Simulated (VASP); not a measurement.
Write the native input for VASP 6.6.1 that does the following.

| Property | Result |
| --- | --- |
| Task | single point |
| Functional | PBE |
| Potentials or basis | VASP PAW PBE potentials, release 64 (Se) |
| Cutoff | 520 eV |
| k mesh | 6 × 6 × 5 |
| Occupations | fermi-dirac, width 0.03 eV |
| Spin | no spin polarisation |
| Dipole correction | no |
| Further INCAR settings | ALGO = Normal; EDIFF = 1e-06; NBANDS = 16 |

The structure of Se lies in POSCAR:

```
Se
1.0
    4.3515971644      0.0000000000      0.0000000000
   -2.1757985822      3.7685936915      0.0000000000
    0.0000000000      0.0000000000      4.9370326522
Se
3
Direct
    0.2254000000      0.0000000000      0.3333333333
    0.0000000000      0.2254000000      0.6666666667
    0.7746000000      0.7746000000      0.0000000000
```

The input as run:

INCAR

```
PREC     = Accurate       # precision mode
ENCUT    = 520            # plane-wave cutoff, eV
EDIFF    = 1E-6           # SCF threshold, eV
ISMEAR   = -1             # smearing method
SIGMA    = 0.03           # smearing width, eV
LREAL    = False          # projectors in reciprocal space
LASPH    = True           # aspherical terms in the spheres
NELM     = 100            # most SCF steps
ALGO     = Normal         # electronic algorithm
ISIF     = 2              # what is computed and relaxed
LWAVE    = False          # write WAVECAR
LCHARG   = False          # write CHGCAR
GGA      = PE             # functional
NBANDS   = 16             # bands
```

KPOINTS

```
Automatic mesh
0
Gamma
  6 6 5
```

Potentials or basis: VASP PAW PBE potentials, release 64 (Se).

Command:

```sh
$ cat potpaw_PBE.64/Se/POTCAR > POTCAR
$ mpirun -np 1 vasp_std > vasp.out
```

It gave:

```yaml
Pressure: 3.6 GPa
Largest_force: 0.540 eV/Å
Band_gap_on_the_k_mesh: 1.31 eV (least direct gap 1.53 eV)
```

Caveat: the cell stands under pressure; an odd mesh through Γ misses points on the zone boundary, where band edges can lie.

Wall time 10 s on 1 thread of Intel(R) Xeon(R) 6975P-C (Granite Rapids), on a shared host, peak memory 0.19 GiB.
